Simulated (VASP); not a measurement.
# Hf2ZrGe3: single point with PBE

The system is Hf2ZrGe3.

```
CELL_PARAMETERS angstrom
5.16685 0.00000 0.00000
0.00000 5.16685 0.00000
0.00000 0.00000 7.71546
ATOMIC_POSITIONS crystal
Zr 0.00000 0.00000 0.00000
Hf 0.00000 0.50000 0.00000
Hf 0.50000 0.00000 0.00000
Ge 0.50000 0.50000 0.80742
Ge 0.50000 0.50000 0.19258
Ge 0.50000 0.50000 0.50000
```

The cell was built from a structure type or drawn by symmetry, and may not be a known phase.

* Program: VASP 6.6.1
* Task: single point
* Functional: PBE
* Potentials or basis: VASP PAW PBE potentials, release 64 (Zr_sv, Hf_pv, Ge_d)
* Cutoff: 500 eV
* k mesh: 4 × 4 × 2
* Occupations: gaussian, width 0.2 eV
* Spin: no spin polarisation
* Dipole correction: no
* Further INCAR settings: ALGO = Normal; EDIFF = 1e-06; NBANDS = 46

* Pressure: -0.2 GPa
* Band gap on the k mesh: zero (bands 37 and 38 overlap by 1.10 eV)

Levels at points of the mesh, in eV from the Fermi level:
```tsv
k point	band 34	band 35	band 36	band 37	band 38	band 39	band 40	band 41
(0.00, 0.00, 0.00)	-1.55	-1.55	-0.81	-0.42	0.17	0.17	0.87	0.99
(0.50, 0.00, 0.00)	-1.20	-1.06	-0.26	-0.10	0.13	0.32	0.84	1.03
(0.50, 0.50, 0.00)	-0.42	-0.42	-0.27	-0.01	0.60	1.58	1.58	1.61
(0.00, 0.00, 0.50)	-2.12	-1.07	-1.07	-0.25	-0.25	-0.08	1.08	1.25
(0.50, 0.00, 0.50)	-1.59	-1.20	0.32	0.54	0.55	0.71	0.83	1.14
(0.50, 0.50, 0.50)	-0.33	0.08	0.79	0.79	0.83	0.83	0.97	1.64
```

It took 2.4 min on 1 thread of Intel(R) Xeon(R) Platinum 8488C (Sapphire Rapids), on a shared host, peak memory 0.33 GiB.

Caveat: the k points lie up to 0.41 Å⁻¹ apart, too coarse for converged energies and pressures of a metal; spin-orbit coupling is left out, which moves the levels of the heavy elements.
